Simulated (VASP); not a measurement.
# MnS (F-43m) in VASP: notebook

MnS is run at these levels: PBEsol, LDA; tasks: electric field gradients.

All numbers are computed with VASP 6.6.1; they aren't measurements. Logs are shortened: lines on timing, memory, paths and dates and some standing lists are left out, and cuts for length are marked.

## Step 1: The cell of the first run

It takes space group F-43m (No. 216, cubic). The conventional cell has a = 5.600 Å, b = 5.600 Å, c = 5.600 Å, α = 90.00°, β = 90.00°, γ = 90.00°. Within 3.2 Å of Mn (site symmetry -43m) lie 4 S at 2.42 Å. Within 3.2 Å of S (site symmetry -43m) lie 4 Mn at 2.42 Å.

## Step 2: Electric field gradients, PBEsol, collinear spin, ferromagnetic start

File INCAR:

```
PREC     = Accurate       # precision mode
ENCUT    = 520            # plane-wave cutoff, eV
EDIFF    = 1E-8           # SCF threshold, eV
ISMEAR   = -1             # smearing method
SIGMA    = 0.05           # smearing width, eV
LREAL    = False          # projectors in reciprocal space
LASPH    = True           # aspherical terms in the spheres
NELM     = 150            # most SCF steps
ALGO     = Normal         # electronic algorithm
ISIF     = 2              # what is computed and relaxed
LWAVE    = False          # write WAVECAR
LCHARG   = False          # write CHGCAR
ISPIN    = 2              # spin polarisation
MAGMOM   = 4 0            # initial moments
LORBIT   = 11             # projections on sites
LMAXMIX  = 4              # l up to which the mixer works
GGA      = PS             # functional
LEFG     = True         
NBANDS   = 20             # bands
```

File KPOINTS:

```
regular mesh
0
Gamma
  10 10 10
```

File POSCAR:

```
MnS
1.0
    0.0000000000      2.8000000000      2.8000000000
    2.8000000000      0.0000000000      2.8000000000
    2.8000000000      2.8000000000      0.0000000000
Mn S
1 1
Direct
    0.0000000000      0.0000000000      0.0000000000
    0.7500000000      0.7500000000      0.7500000000
```

Potentials or basis: VASP PAW PBE potentials, release 64 (Mn_pv, S).

The run is started by

```sh
cat potpaw_PBE.64/Mn_pv/POTCAR potpaw_PBE.64/S/POTCAR > POTCAR
mpirun -np 1 vasp_std > vasp.out
```

OUTCAR:

```text
PREC = Accurate
   ENCUT = 520
   EDIFF = 1E-8
   ISMEAR = -1
   LREAL = False
   LASPH = True
   NELM = 150
   ISIF = 2
   ISPIN = 2
   LORBIT = 11
   GGA = PS

 ion  position               nearest neighbor table
   1  0.000  0.000  0.000-   2 2.42   2 2.42   2 2.42   2 2.42
   2  0.750  0.750  0.750-   1 2.42   1 2.42   1 2.42   1 2.42

  LATTYP: Found a face centered cubic cell.
 ALAT       =     5.6000000000

  Lattice vectors:

 A1 = (   0.0000000000,   2.8000000000,   2.8000000000)
 A2 = (   2.8000000000,   0.0000000000,   2.8000000000)
 A3 = (   2.8000000000,   2.8000000000,   0.0000000000)

Analysis of symmetry for initial positions (statically):
=====================================================================
 Subroutine PRICEL returns:
 Original cell was already a primitive cell.

 Routine SETGRP: Setting up the symmetry group for a
 face centered cubic supercell.

 Subroutine GETGRP returns: Found 24 space group operations
 (whereof 24 operations were pure point group operations)
 out of a pool of 48 trial point group operations.

The static configuration has the point symmetry T_d .

Analysis of symmetry for dynamics (positions and initial velocities):
=====================================================================
 Subroutine PRICEL returns:
 Original cell was already a primitive cell.

 Routine SETGRP: Setting up the symmetry group for a
 face centered cubic supercell.

 Subroutine GETGRP returns: Found 24 space group operations
 (whereof 24 operations were pure point group operations)
 out of a pool of 48 trial point group operations.

The dynamic configuration has the point symmetry T_d .

Analysis of structural, dynamic, and magnetic symmetry:
=====================================================================
 Subroutine PRICEL returns:
 Original cell was already a primitive cell.

 Routine SETGRP: Setting up the symmetry group for a
 face centered cubic supercell.

 Subroutine GETGRP returns: Found 24 space group operations
 (whereof 24 operations were pure point group operations)
 out of a pool of 48 trial point group operations.

The overall configuration has the point symmetry T_d .

 Subroutine INISYM returns: Found 24 space group operations
 (whereof 24 operations are pure point group operations),
 and found     1 'primitive' translations

----------------------------------------------------------------------------------------

                                     Primitive cell

  volume of cell :      43.9040

  direct lattice vectors                    reciprocal lattice vectors
     0.000000000  2.800000000  2.800000000    -0.178571429  0.178571429  0.178571429
     2.800000000  0.000000000  2.800000000     0.178571429 -0.178571429  0.178571429
     2.800000000  2.800000000  0.000000000     0.178571429  0.178571429 -0.178571429

  length of vectors
     3.959797975  3.959797975  3.959797975     0.309294787  0.309294787  0.309294787

  position of ions in fractional coordinates (direct lattice)
     0.000000000  0.000000000  0.000000000
     0.750000000  0.750000000  0.750000000

  ion indices of the primitive-cell ions
   primitive index   ion index
                 1           1
                 2           2

----------------------------------------------------------------------------------------

 KPOINTS: regular mesh

Automatic generation of k-mesh.
 Grid dimensions read from file:
 generate k-points for:   10   10   10

 Generating k-lattice:

[... 51 lines left out ...]
 SYSTEM =  unknown system
   PREC   = accura    normal or accurate (medium, high low for compatibility)
   ISTART =      0    job   : 0-new  1-cont  2-samecut
   ICHARG =      2    charge: 1-file 2-atom 10-const
   ISPIN  =      2    spin polarized calculation?
   LNONCOLLINEAR =      F non collinear calculations
   LSORBIT =      F    spin-orbit coupling
   LASPH  =      T    aspherical Exc in radial PAW
   ENCUT  =  520.0 eV  38.22 Ry    6.18 a.u.   7.36  7.36  7.36*2*pi/ulx,y,z
   NELM   =    150;   NELMIN=  2; NELMDL= -5     # of ELM steps
   EDIFF  = 0.1E-07   stopping-criterion for ELM
   LREAL  =      F    real-space projection
   EDIFFG = 0.1E-06   stopping-criterion for IOM
   NSW    =      0    number of steps for IOM
   IBRION =     -1    ionic relax: 0-MD 1-quasi-New 2-CG
   NFREE  =      0    steps in history (QN), initial steepest desc. (CG)
   ISIF   =      2    stress and relaxation
   ISYM   =      2    0-nonsym 1-usesym 2-fastsym
   POTIM  = 0.5000    time-step for ionic-motion
   TEBEG  =    0.0;   TEEND  =   0.0 temperature during run
   PSTRESS=    0.0 pullay stress
   NELECT =      19.0000    total number of electrons
   NUPDOWN=      -1.0000    fix difference up-down
   EMIN   =  10.00;   EMAX   =-10.00  energy-range for DOS
   EFERMI =   0.00;   METHOD = LEGACY
   ISMEAR =    -1;   SIGMA  =   0.05  broadening in eV -4-tet -1-fermi 0-gaus
   EFERMI_NEDOS =   21; number of points for ismear=-14 and -15
   IALGO  =     38    algorithm
   IMIX   =      4    mixing-type and parameters
     AMIX     =   0.40;   BMIX     =  1.00
     AMIX_MAG =   1.60;   BMIX_MAG =  1.00
  volume/ion in A,a.u.               =      21.95       148.14
  Fermi-wavevector in a.u.,A,eV,Ry     =   1.238297  2.340041 20.862879  1.533378
  Thomas-Fermi vector in A             =   2.372828
   LORBIT       =     11    0 simple, 1 ext, 2 COOP (PROOUT), +10 PAW based schemes
   GGA     = PS    functional components
   LHFCALC =     F    Hartree Fock is set to
   AEXX    =    0.0000 exact exchange contribution
   IVDW    =     0    specifies the selected vdW correction
   LEPSILON=     F    determine dielectric tensor
   LRPA    =     F    only Hartree local field effects (RPA)
 spin polarized calculation
  energy-cutoff  :      520.00
  volume of cell :       43.90
 maximum number of plane-waves:      1243
 NGX is ok and might be reduce to    30
   NGX = 15   NGY = 15   NGZ = 15

 number of electron      18.9999987 magnetization       4.8921490

 Free energy of the ion-electron system (eV)
  ---------------------------------------------------
  ext. energy  EPLUGINS =         0.00000000
  ---------------------------------------------------
  free energy    TOTEN  =       -14.75789727 eV

  energy without entropy =      -14.74995501  energy(sigma->0) =      -14.75392614

 E-fermi :   4.3450     XC(G=0):  -9.5212

 val. band max:        4.3397003366   @ k =  -0.4000   0.5000   0.1000
 cond. band min:       4.3468832637   @ k =  -0.3000   0.5000   0.2000
 fundamental gap:      0.0071829271
 Fermi energy:         4.3450272561

 spin component 1

 k-point     1 :       0.0000    0.0000    0.0000
  band No.  band energies     occupation
      1     -46.1932      1.00000
      2     -46.1932      1.00000
      3     -46.1932      1.00000
      4      -9.5036      1.00000
      5      -0.4817      1.00000
      6      -0.4817      1.00000
[... 541 lines left out ...]
     19      18.6256      0.00000
     20      19.2855      0.00000

 [... further k-points ...]

 spin component 2

 k-point     1 :       0.0000    0.0000    0.0000
  band No.  band energies     occupation
      1     -41.6804      1.00000
      2     -41.6804      1.00000
      3     -41.6804      1.00000
      4      -9.1710      1.00000
      5       1.1088      1.00000
      6       1.1088      1.00000
[... 541 lines left out ...]
     19      19.4494      0.00000
     20      20.0725      0.00000

 [... further k-points ...]
[... 5 lines left out ...]
  --------------------------------------------------------------------------------------
  -------------------------------------------------------------------------------------
  Total       -0.5674637     -0.5674637     -0.5674637     -0.0000000      0.0000000     -0.0000000
  in kB      -20.7083045    -20.7083045    -20.7083045     -0.0000000      0.0000000     -0.0000000
  external PRESSURE =     -20.7083045 kB  Pullay stress =       0.0000000 kB

 VOLUME and BASIS-vectors are now :
 -----------------------------------------------------------------------------
  energy-cutoff  :      520.00
  volume of cell :       43.90
      direct lattice vectors                 reciprocal lattice vectors
     0.000000000  2.800000000  2.800000000    -0.178571429  0.178571429  0.178571429
     2.800000000  0.000000000  2.800000000     0.178571429 -0.178571429  0.178571429
     2.800000000  2.800000000  0.000000000     0.178571429  0.178571429 -0.178571429

 POSITION                                       TOTAL-FORCE (eV/Angst)
 -----------------------------------------------------------------------------------
      0.00000      0.00000      0.00000         0.000000     -0.000000      0.000000
      4.20000      4.20000      4.20000        -0.000000      0.000000     -0.000000
 -----------------------------------------------------------------------------------
    total drift:                                0.000000      0.000000      0.000000

  FREE ENERGIE OF THE ION-ELECTRON SYSTEM (eV)
  ---------------------------------------------------
  free  energy   TOTEN  =       -14.7578972708 eV

  energy  without entropy=      -14.7499550070  energy(sigma->0) =      -14.75392614

 Electric field gradients (V/A^2)
---------------------------------------------------------------------
 ion       V_xx      V_yy      V_zz      V_xy      V_xz      V_yz
---------------------------------------------------------------------
   1      -0.000    -0.000     0.000     0.004     0.004     0.004
   2       0.000    -0.000     0.000    -0.000    -0.000    -0.000
---------------------------------------------------------------------

 Electric field gradients after diagonalization (V/A^2)
 (convention: |V_zz| > |V_xx| > |V_yy|)
----------------------------------------------------------------------
 ion       V_xx      V_yy      V_zz     asymmetry (V_yy - V_xx)/ V_zz
----------------------------------------------------------------------
   1      -0.004    -0.004     0.009       0.000
   2       0.000     0.000    -0.001       0.000
----------------------------------------------------------------------

           NMR quadrupolar parameters

 Cq : quadrupolar parameter    Cq=e*Q*V_zz/h
 eta: asymmetry parameters     (V_yy - V_xx)/ V_zz
 Q  : nuclear electric quadrupole moment in mb (millibarn)
----------------------------------------------------------------------
 ion       Cq(MHz)       eta       Q (mb)
----------------------------------------------------------------------
   1       0.000       0.000       1.000
   2      -0.000       0.000       1.000
----------------------------------------------------------------------

 total charge

# of ion       s       p       d       tot
------------------------------------------
    1        0.264   6.216   4.902  11.381
    2        1.310   2.420   0.000   3.730
--------------------------------------------------
tot          1.574   8.635   4.902  15.111

 magnetization (x)

# of ion       s       p       d       tot
------------------------------------------
    1        0.049   0.066   4.188   4.303
    2        0.010   0.069   0.000   0.079
--------------------------------------------------
tot          0.059   0.134   4.188   4.382
```

Run time: 1.7 min. Hardware: 1 thread of Intel Xeon Platinum 8259CL at 2.50GHz (Skylake/Cascade Lake), shared host; peak memory 0.22 GiB.

What came out:

| Item | Value |
| --- | --- |
| Free energy | -14.7579 eV |
| Pressure | -2.1 GPa |
| Net moment | 4.89 μB per cell |
| Site moments | Mn +4.30; S +0.08 μB |
| Valence electrons inside the program's atomic spheres | Mn 11.38; S 3.73 |

Caveat: without QUAD_EFG the Cq values of the log hold for a quadrupole moment of 1 mb, not for the nuclei; the PAW data sets were made with another functional, which shifts forces and pressure a little; a cell with one magnetic atom can't hold antiferromagnetic order, which such compounds often take; semilocal functionals often make such compounds metallic where correlation or magnetic order opens a gap, which also shifts bond lengths. With open d or f shells a metallic result of PBEsol can be an artefact of self-interaction; +U or a hybrid may open a gap.

## Step 3: Electric field gradients, LDA, collinear spin, ferromagnetic start

File INCAR:

```
PREC = Accurate ; ENCUT = 520
EDIFF = 1E-8 ; ISMEAR = -1
SIGMA = 0.05 ; LREAL = False
LASPH = True ; NELM = 150
ALGO = Normal ; ISIF = 2
LWAVE = False ; LCHARG = False
ISPIN = 2 ; MAGMOM = 4 0
LORBIT = 11 ; LMAXMIX = 4
LEFG = True ; NBANDS = 20
```

KPOINTS is that of step 2.

POSCAR is that of step 2.

Potentials or basis: VASP PAW LDA potentials, release 64 (Mn_pv, S).

The run is started by

```sh
cat potpaw_LDA.64/Mn_pv/POTCAR potpaw_LDA.64/S/POTCAR > POTCAR
mpirun -np 1 vasp_std > vasp.out
```

OUTCAR:

```text
PREC = Accurate
   ENCUT = 520
   EDIFF = 1E-8
   ISMEAR = -1
   LREAL = False
   LASPH = True
   NELM = 150
   ISIF = 2
   ISPIN = 2
   LORBIT = 11

 ion  position               nearest neighbor table
   1  0.000  0.000  0.000-   2 2.42   2 2.42   2 2.42   2 2.42
   2  0.750  0.750  0.750-   1 2.42   1 2.42   1 2.42   1 2.42

  LATTYP: Found a face centered cubic cell.
 ALAT       =     5.6000000000

  Lattice vectors:

 A1 = (   0.0000000000,   2.8000000000,   2.8000000000)
 A2 = (   2.8000000000,   0.0000000000,   2.8000000000)
 A3 = (   2.8000000000,   2.8000000000,   0.0000000000)

Analysis of symmetry for initial positions (statically):
=====================================================================
 Subroutine PRICEL returns:
 Original cell was already a primitive cell.

 Routine SETGRP: Setting up the symmetry group for a
 face centered cubic supercell.

 Subroutine GETGRP returns: Found 24 space group operations
 (whereof 24 operations were pure point group operations)
 out of a pool of 48 trial point group operations.

The static configuration has the point symmetry T_d .

Analysis of symmetry for dynamics (positions and initial velocities):
=====================================================================
 Subroutine PRICEL returns:
 Original cell was already a primitive cell.

 Routine SETGRP: Setting up the symmetry group for a
 face centered cubic supercell.

 Subroutine GETGRP returns: Found 24 space group operations
[... 1280 lines left out ...]
     20      19.8215      0.00000

 [... further k-points ...]
[... 5 lines left out ...]
  --------------------------------------------------------------------------------------
  -------------------------------------------------------------------------------------
  Total       -1.8393394     -1.8393394     -1.8393394      0.0000000      0.0000000      0.0000000
  in kB      -67.1225389    -67.1225389    -67.1225389      0.0000000      0.0000000      0.0000000
  external PRESSURE =     -67.1225389 kB  Pullay stress =       0.0000000 kB

 VOLUME and BASIS-vectors are now :
 -----------------------------------------------------------------------------
  energy-cutoff  :      520.00
  volume of cell :       43.90
      direct lattice vectors                 reciprocal lattice vectors
     0.000000000  2.800000000  2.800000000    -0.178571429  0.178571429  0.178571429
     2.800000000  0.000000000  2.800000000     0.178571429 -0.178571429  0.178571429
     2.800000000  2.800000000  0.000000000     0.178571429  0.178571429 -0.178571429

 POSITION                                       TOTAL-FORCE (eV/Angst)
 -----------------------------------------------------------------------------------
      0.00000      0.00000      0.00000         0.000000      0.000000      0.000000
      4.20000      4.20000      4.20000        -0.000000     -0.000000     -0.000000
 -----------------------------------------------------------------------------------
    total drift:                                0.000000      0.000000     -0.000000

  FREE ENERGIE OF THE ION-ELECTRON SYSTEM (eV)
  ---------------------------------------------------
  free  energy   TOTEN  =       -14.8351052191 eV

  energy  without entropy=      -14.8217303678  energy(sigma->0) =      -14.82841779

 Electric field gradients (V/A^2)
---------------------------------------------------------------------
 ion       V_xx      V_yy      V_zz      V_xy      V_xz      V_yz
---------------------------------------------------------------------
   1       0.000    -0.000    -0.000     0.004     0.004     0.004
   2       0.000    -0.000     0.000    -0.000    -0.000    -0.000
---------------------------------------------------------------------

 Electric field gradients after diagonalization (V/A^2)
 (convention: |V_zz| > |V_xx| > |V_yy|)
----------------------------------------------------------------------
 ion       V_xx      V_yy      V_zz     asymmetry (V_yy - V_xx)/ V_zz
----------------------------------------------------------------------
   1      -0.004    -0.004     0.009       0.000
   2       0.000     0.000    -0.001       0.000
----------------------------------------------------------------------

           NMR quadrupolar parameters

 Cq : quadrupolar parameter    Cq=e*Q*V_zz/h
 eta: asymmetry parameters     (V_yy - V_xx)/ V_zz
 Q  : nuclear electric quadrupole moment in mb (millibarn)
----------------------------------------------------------------------
 ion       Cq(MHz)       eta       Q (mb)
----------------------------------------------------------------------
   1       0.000       0.000       1.000
   2      -0.000       0.000       1.000
----------------------------------------------------------------------

 total charge

# of ion       s       p       d       tot
------------------------------------------
    1        0.265   6.209   4.934  11.409
    2        1.317   2.401   0.000   3.718
--------------------------------------------------
tot          1.583   8.610   4.934  15.127

 magnetization (x)

# of ion       s       p       d       tot
------------------------------------------
    1        0.042   0.056   4.027   4.126
    2        0.010   0.066   0.000   0.076
--------------------------------------------------
tot          0.052   0.123   4.027   4.202
```

stdout:

```text
POSCAR found type information on POSCAR MnS
 POSCAR found :  2 types and       2 ions
 scaLAPACK will be used
 LDA part: xc-table for (Slater(with rela. corr.)+CA(PZ))
 , standard interpolation
 POSCAR, INCAR and KPOINTS ok, starting setup
 FFT: planning ... GRIDC
 FFT: planning ... GRID_SOFT
 FFT: planning ... GRID
 WAVECAR not read
 entering main loop
ion   1

ion   2
```

Run time: 95 s. Hardware: 1 thread of Intel Xeon Platinum 8259CL at 2.50GHz (Skylake/Cascade Lake), shared host; peak memory 0.19 GiB.

What came out:

```yaml
Free_energy: -14.8351 eV
Pressure: -6.7 GPa
Net_moment: 4.67 μB per cell
Site_moments: Mn +4.13; S +0.08 μB
Valence_electrons_inside_the_program's_atomic_spheres: Mn 11.41; S 3.72
```

Caveat: without QUAD_EFG the Cq values of the log hold for a quadrupole moment of 1 mb, not for the nuclei; a cell with one magnetic atom can't hold antiferromagnetic order, which such compounds often take; semilocal functionals often make such compounds metallic where correlation or magnetic order opens a gap, which also shifts bond lengths. With open d or f shells a metallic result of LDA can be an artefact of self-interaction; +U or a hybrid may open a gap.
